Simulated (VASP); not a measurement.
Crystal: LiNbO3.

```
CELL_PARAMETERS angstrom
3.67387 0.00000 0.00000
0.00000 3.67387 0.00000
0.00000 0.00000 3.69058
ATOMIC_POSITIONS crystal
Li 0.00000 0.00000 0.00000
Nb 0.50000 0.50000 0.50000
O 0.50000 0.50000 0.00000
O 0.50000 0.00000 0.50000
O 0.00000 0.50000 0.50000
```

| Item | Value |
| --- | --- |
| Program | VASP 6.6.1 |
| Task | relaxation of cell and atoms |
| Functional | PBE |
| Potentials or basis | VASP PAW PBE potentials, release 64 (Li_sv, Nb_sv, O) |
| Cutoff | 600 eV |
| k mesh | 6 × 6 × 6 |
| Occupations | gaussian, width 0.1 eV |
| Spin | no spin polarisation |

At the start: pressure 62.8 GPa; volume 9.96 Å³/atom.

Problem. How do energy, volume and symmetry change on relaxing?

Solution. Over 5 steps the energy falls by 388.7 meV/atom and the volume is 12.35 Å³/atom (+24.0 %); space group Pm-3m (No. 221, to 0.1 Å) before and after.

The path:
```csv
step,energy change (eV),largest force (eV/Å),pressure (GPa),volume (Å³)
1,0.0000,0.0000,62.84,49.81
2,0.7015,0.0000,-30.30,83.63
3,-1.9352,0.0000,-2.74,62.74
4,-1.9430,0.0000,-0.70,62.02
5,-1.9436,0.0000,0.07,61.76
```

Final structure:
```
Li Nb O
1.0
     3.95159    0.00000    0.00000
     0.00000    3.95159    0.00000
     0.00000    0.00000    3.95488
Li Nb O
1 1 3
Direct
  0.00000 0.00000 0.00000
  0.50000 0.50000 0.50000
  0.50000 0.50000 0.00000
  0.50000 0.00000 0.50000
  0.00000 0.50000 0.50000
```

Caveat: the cutoff is under 1.25 times the usual one of these potentials, so pressure, stress and relaxed cells hold a basis-set (Pulay) error; the volume moved by over 15 % at a fixed basis, so the end points are rough.
